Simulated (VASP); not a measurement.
Input of a VASP 6.6.1 run:

File INCAR:

```
SYSTEM = SnO2
PREC = Accurate
ENCUT = 520
EDIFF = 1E-7
ISMEAR = -1
SIGMA = 0.02
LREAL = .FALSE.
LASPH = .TRUE.
NELM = 80
ALGO = Normal
ISIF = 2
LWAVE = .FALSE.
LCHARG = .FALSE.
GGA = PE
NBANDS = 35
```

The input KPOINTS:

```
Automatic mesh
0
G
  6 6 8
  0 0 0
```

POSCAR

```
SnO2
1.0
    4.5701507755      0.0000000000      0.0000000000
    0.0000000000      4.5701507755      0.0000000000
    0.0000000000      0.0000000000      3.3039683021
Sn O
2 4
Direct
    0.0000000000      0.0000000000      0.0000000000
    0.5000000000      0.5000000000      0.5000000000
    0.3072751041      0.3072751041      0.0000000000
    0.1927248959      0.8072751041      0.5000000000
    0.8072751041      0.1927248959      0.5000000000
    0.6927248959      0.6927248959      0.0000000000
```

Potentials or basis: VASP PAW PBE potentials, release 64 (Sn_d, O).

Run with:

```bash
$ cat potpaw_PBE.64/Sn_d/POTCAR potpaw_PBE.64/O/POTCAR > POTCAR
$ mpirun -np 1 vasp_std > vasp.out
```

Question: What does it give for the band gap on the k mesh?

Answer: 1.50 eV, direct.

Question: What does it give for the pressure?

Answer: 18.2 GPa.

Question: Estimate the largest force.

Answer: 0.032 eV/Å.

Forces on the atoms (eV/Å):
```
Sn   0.000  0.000  0.000
Sn   0.000  0.000  0.000
O    0.022  0.022  0.000
O   -0.022  0.022  0.000
O    0.022 -0.022  0.000
O   -0.022 -0.022  0.000
```

Caveat: the cell differs from its parent crystal (epitaxial xy strain -4.0%); spin-orbit coupling is left out, which moves the levels of the heavy elements.
